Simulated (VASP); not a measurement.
# MoH2 (P6/mmm) in VASP: notebook, part 2 of 2

VASP 6.6.1. The steps go on from the part before.

## (3) Relaxation of cell and atoms, PBE

INCAR

```
SYSTEM = MoH2
  ALGO = Normal
  EDIFF = 1E-6
  EDIFFG = -0.01
  ENCUT = 600
  GGA = PE
  IBRION = 2
  ISIF = 3
  ISMEAR = 0
  LASPH = .True.
  LCHARG = .False.
  LREAL = .False.
  LWAVE = .False.
  NELM = 100
  NSW = 100
  PREC = Accurate
  SIGMA = 0.1
```

KPOINTS

```
k-points
0
Gamma
  18 18 16
  0 0 0
```

POSCAR

```
MoH2
1.0
    2.8303384720      0.0000000000      0.0000000000
   -1.4151692360      2.4511450181      0.0000000000
    0.0000000000      0.0000000000      2.9840274928
H Mo
2 1
Direct
    0.3333333333      0.6666666667      0.5000000000
    0.6666666667      0.3333333333      0.5000000000
    0.0000000000      0.0000000000      0.0000000000
```

Potentials or basis: VASP PAW PBE potentials, release 64 (H, Mo_sv).

The run is started by

```console
cat potpaw_PBE.64/H/POTCAR potpaw_PBE.64/Mo_sv/POTCAR > POTCAR
mpirun -np 1 vasp_std > vasp.out
```

OUTCAR:

```text
SYSTEM = MoH2
   EDIFF = 1E-6
   EDIFFG = -0.01
   ENCUT = 600
   GGA = PE
   IBRION = 2
   ISIF = 3
   ISMEAR = 0
   LASPH = .True.
   LREAL = .False.
   NELM = 100
   NSW = 100
   PREC = Accurate

 ion  position               nearest neighbor table
   1  0.333  0.667  0.500-
   2  0.667  0.333  0.500-
   3  0.000  0.000  0.000-

  LATTYP: Found a hexagonal cell.
 ALAT       =     2.8303384720
 C/A-ratio  =     1.0543005801

  Lattice vectors:

 A1 = (   2.8303384720,   0.0000000000,   0.0000000000)
 A2 = (  -1.4151692360,   2.4511450181,   0.0000000000)
 A3 = (   0.0000000000,   0.0000000000,   2.9840274928)

Analysis of symmetry for initial positions (statically):
=====================================================================
 Subroutine PRICEL returns:
 Original cell was already a primitive cell.

 Routine SETGRP: Setting up the symmetry group for a
 hexagonal supercell.

 Subroutine GETGRP returns: Found 24 space group operations
 (whereof 24 operations were pure point group operations)
 out of a pool of 24 trial point group operations.

The static configuration has the point symmetry D_6h.

Analysis of symmetry for dynamics (positions and initial velocities):
=====================================================================
 Subroutine PRICEL returns:
 Original cell was already a primitive cell.

 Routine SETGRP: Setting up the symmetry group for a
 hexagonal supercell.

 Subroutine GETGRP returns: Found 24 space group operations
 (whereof 24 operations were pure point group operations)
 out of a pool of 24 trial point group operations.

The dynamic configuration has the point symmetry D_6h.

 Subroutine INISYM returns: Found 24 space group operations
 (whereof 24 operations are pure point group operations),
 and found     1 'primitive' translations

[... 137 lines left out ...]

 number of electron      16.0000004 magnetization

 Free energy of the ion-electron system (eV)
  ---------------------------------------------------
  ext. energy  EPLUGINS =         0.00000000
  ---------------------------------------------------
  free energy    TOTEN  =       -15.84906282 eV

  energy without entropy =      -15.83836710  energy(sigma->0) =      -15.84371496

------------------------ aborting loop because EDIFF is reached ----------------------------------------

  FORCE on cell =-STRESS in cart. coord.  units (eV):
  Direction    XX          YY          ZZ          XY          YZ          ZX
  --------------------------------------------------------------------------------------
  -------------------------------------------------------------------------------------
  Total       -0.0541243     -0.0541243      0.0374551      0.0000000      0.0000000      0.0000000
  in kB       -4.1888282     -4.1888282      2.8987561      0.0000000      0.0000000      0.0000000
  external PRESSURE =      -1.8263001 kB  Pullay stress =       0.0000000 kB
[... 98 lines left out ...]
--------------------------------------- Ionic step        4  -------------------------------------------

 number of electron      16.0000004 magnetization

 Free energy of the ion-electron system (eV)
  ---------------------------------------------------
  ext. energy  EPLUGINS =         0.00000000
  ---------------------------------------------------
  free energy    TOTEN  =       -15.84920352 eV

  energy without entropy =      -15.83858130  energy(sigma->0) =      -15.84389241

 E-fermi :  10.7431     XC(G=0): -12.9392

 val. band max:       10.7396018938   @ k =   0.3333   0.1111   0.2500
 cond. band min:      10.7473993119   @ k =   0.3333   0.1667   0.3750
 fundamental gap:      0.0077974181
 Fermi energy:        10.7431189224

 k-point     1 :       0.0000    0.0000    0.0000
  band No.  band energies     occupation
      1     -50.3486      2.00000
      2     -24.2705      2.00000
      3     -23.8850      2.00000
      4     -23.8850      2.00000
      5      -1.3939      2.00000
      6       6.7572      2.00000
      7       9.5498      2.00000
      8       9.5498      2.00000
      9      13.1253      0.00000
     10      13.1253      0.00000
     11      14.9987      0.00000
     12      18.7718      0.00000
[... 331 lines left out ...]
 k-point    24 :       0.3889    0.1111    0.0000
  band No.  band energies     occupation
      1     -50.1913      2.00000
      2     -24.8788      2.00000
      3     -24.2012      2.00000
      4     -24.1258      2.00000
      5       3.2234      2.00000
      6       4.6797      2.00000
      7       7.9223      2.00000
      8       9.4866      2.00000
      9      12.0112      0.00000
     10      13.7681      0.00000
     11      14.9149      0.00000
     12      18.4422      0.00000

 [... further k-points ...]

------------------------ aborting loop because EDIFF is reached ----------------------------------------

  FORCE on cell =-STRESS in cart. coord.  units (eV):
  Direction    XX          YY          ZZ          XY          YZ          ZX
  --------------------------------------------------------------------------------------
  -------------------------------------------------------------------------------------
  Total        0.0073289      0.0073289      0.0109116      0.0000000      0.0000000      0.0000000
  in kB        0.5676697      0.5676697      0.8451742      0.0000000      0.0000000      0.0000000
  external PRESSURE =       0.6601712 kB  Pullay stress =       0.0000000 kB
[... 18 lines left out ...]
  FREE ENERGIE OF THE ION-ELECTRON SYSTEM (eV)
  ---------------------------------------------------
  free  energy   TOTEN  =       -15.8492035175 eV

  energy  without entropy=      -15.8385813017  energy(sigma->0) =      -15.84389241

 reached required accuracy - stopping structural energy minimisation
```

CONTCAR:

```text
MoH2
   1.00000000000000
     2.8256978392426113    0.0000000000000000    0.0000000000000000
    -1.4128489196213057    2.4471261122422727   -0.0000000000000000
    -0.0000000000000000    0.0000000000000000    2.9913707241430254
  H               Mo
     2     1
Direct
     0.3333333332999970    0.6666666667000030    0.5000000000000000
     0.6666666667000030    0.3333333332999970    0.5000000000000000
     1.0000000000000000    1.0000000000000000    0.0000000000000000

  0.00000000E+00  0.00000000E+00  0.00000000E+00
  0.00000000E+00  0.00000000E+00  0.00000000E+00
  0.00000000E+00  0.00000000E+00  0.00000000E+00
```

Run time: 3.8 min. Hardware: 1 thread of Intel Xeon 6975P-C, shared host; peak memory 0.24 GiB.

What came out:

* Free energy: -15.8492 eV
* Relaxed volume: 6.89 Å³/atom
* Relaxed cell: a = 2.826 Å, b = 2.826 Å, c = 2.991 Å, α = 90.00°, β = 90.00°, γ = 120.00°
* Space group after relaxing (to 0.05 Å): P6/mmm (No. 191)
* Energy gained by relaxing: 0.0 meV/atom
* Ionic steps: 4
* Pressure after relaxing: 0.1 GPa
* Band gap on the k mesh: zero (band 8 reaches 11.54 eV, above the bottom of band 9 at 9.78 eV)

The path:
```
step  energy change (eV)  largest force (eV/Å)  pressure (GPa)  volume (Å³)
   1              0.0000                0.0000           -0.18        20.70
   2             -0.0001                0.0000            0.09        20.68
   3             -0.0001                0.0000            0.27        20.66
   4             -0.0001                0.0000            0.07        20.68
```

Final structure:
```cif
data_structure
_symmetry_space_group_name_H-M 'P 1'
_symmetry_Int_Tables_number 1
_cell_length_a 2.8257
_cell_length_b 2.8257
_cell_length_c 2.9914
_cell_angle_alpha 90.000
_cell_angle_beta 90.000
_cell_angle_gamma 120.000
_cell_volume 20.68
loop_
_atom_site_label
_atom_site_type_symbol
_atom_site_fract_x
_atom_site_fract_y
_atom_site_fract_z
_atom_site_occupancy
H1 H 0.33333 0.66667 0.50000 1
H2 H 0.66667 0.33333 0.50000 1
Mo1 Mo 0.00000 0.00000 0.00000 1
```
